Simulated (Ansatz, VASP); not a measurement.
Two plane-wave programs on GaN

File POSCAR:

```
GaN
1.0
    0.0000000000      2.3389106427      2.1467438436
    2.3389106427      0.0000000000      2.1467438436
    2.3389106427      2.3389106427      0.0000000000
Ga N
1 1
Direct
    0.0000000000      0.0000000000      0.0000000000
    0.2500000000      0.2500000000      0.2500000000
```

The input INCAR.step1:

```
SYSTEM = GaN
PREC = Accurate
ENCUT = 520
ISMEAR = 0
SIGMA = 0.01
LREAL = .False.
LASPH = .True.
NELM = 150
MAGMOM = 0 0 0 0 0 0
LSORBIT = .True.
GGA_COMPAT = .False.
NBANDS = 30
GGA = PE
ALGO = Normal
EDIFF = 1E-4
LWAVE = .True.
LCHARG = .False.
```

Contents of INCAR.step2:

```
SYSTEM = GaN
PREC = Accurate
ENCUT = 520
EDIFF = 1E-7
ISMEAR = 0
SIGMA = 0.01
LREAL = .False.
LASPH = .True.
NELM = 150
ALGO = Normal
ISIF = 2
LWAVE = .False.
LCHARG = .True.
MAGMOM = 0 0 0 0 0 0
LORBIT = 11
LSORBIT = .True.
GGA_COMPAT = .False.
LORBMOM = .True.
METAGGA = R2SCAN
LMIXTAU = .True.
LVHAR = .True.
NBANDS = 30
ISTART = 1
```

Contents of KPOINTS:

```
Automatic mesh
0
Gamma
  10 10 10
  0 0 0
```

Input for Ansatz:

```yaml
crystal:
  lattice:
    - [0.0, 2.3389106427, 2.1467438436]
    - [2.3389106427, 0.0, 2.1467438436]
    - [2.3389106427, 2.3389106427, 0.0]
  atoms:
    - { symbol: Ga, position: [0.0, 0.0, 0.0] }
    - { symbol: "N", position: [0.25, 0.25, 0.25] }
kpoints:
  mp_grid: { grid: [10, 10, 10] }
  band_path:
    path:
      - [0.0, 0.0, 0.0]
      - [-0.5, -0.5, 0.0]
      - [-0.375, -0.375, 0.25]
      - [-0.375, 0.0, 0.375]
      - [0.0, 0.0, 0.5]
      - [-0.5, -0.25, 0.25]
    npoints: 1
hamiltonian:
  xc: r2scan
scf:
  occupations: { method: fixed }
  n_extra_bands: 8
magnetization:
  noncollinear: true
  spin_orbit: true
output:
  forces: true
  stress: true
  eigenvalues: true
  write_density: true
  write_potential: true
  elf: true
  volumetric_format: npy
```

Change from the starting cell: epitaxial_xy strain +4.0%.

Alike in both runs: task single point; functional r2SCAN; k mesh 10 × 10 × 10; non-collinear spin, spin-orbit coupling.

|  | VASP | Ansatz |
| --- | --- | --- |
| version | VASP 6.6.1 | Ansatz 0.2.0 |
| potentials or method | VASP PAW PBE potentials, release 64 (Ga_d, N) | plane waves, PAW |
| plane-wave cutoff (eV) | 520 | 500 |
| occupations | gaussian, width 0.01 eV | fixed |
| valence electrons in the cell | 18 | 18 |

|  | VASP | Ansatz | Ansatz less VASP |
| --- | --- | --- | --- |
| pressure (GPa) | -5.4 | -6.4 | -0.93 |
| traceless stress, the component that is largest in VASP (GPa) | 6.24 | 6.35 | +0.114 |
| net moment per atom (μB) | 0.00 | 0.00 | 0.000 |

VASP's potentials were made for PBE, not for r2SCAN.
